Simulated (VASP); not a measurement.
Rb7Br, 8 atoms in the cell. It takes space group Fm-3m (No. 225, cubic). Conventional cell: a = 13.554 Å, b = 13.554 Å, c = 13.554 Å, α = 90.00°, β = 90.00°, γ = 90.00°. The cell was generated, and may not be a known phase.

```yaml
Program: VASP 6.6.1
Task: single point
Functional: PBE
Potentials_or_basis: VASP PAW PBE potentials, release 64 (Rb_sv, Br)
Cutoff: 520 eV
k_mesh: 6 × 6 × 6
Occupations: gaussian, width 0.1 eV
Spin: no spin polarisation
Dipole_correction: no
Further_INCAR_settings: ALGO = Normal; EDIFF = 1e-06; NBANDS = 45
```

Potentials or basis: VASP PAW PBE potentials, release 64 (Rb_sv, Br).

The run is started by

```sh
$ cat potpaw_PBE.64/Rb_sv/POTCAR potpaw_PBE.64/Br/POTCAR > POTCAR
$ mpirun -np 1 vasp_std > vasp.out
```

Hardware: 1 thread of Intel Xeon 8259CL (shared host).

Question: How long does it take, and how much memory?

Answer: It took 12 min on 1 thread of Intel Xeon 8259CL (shared host), peak memory 0.9 GiB. Counts: scf iterations 14, k points 16.
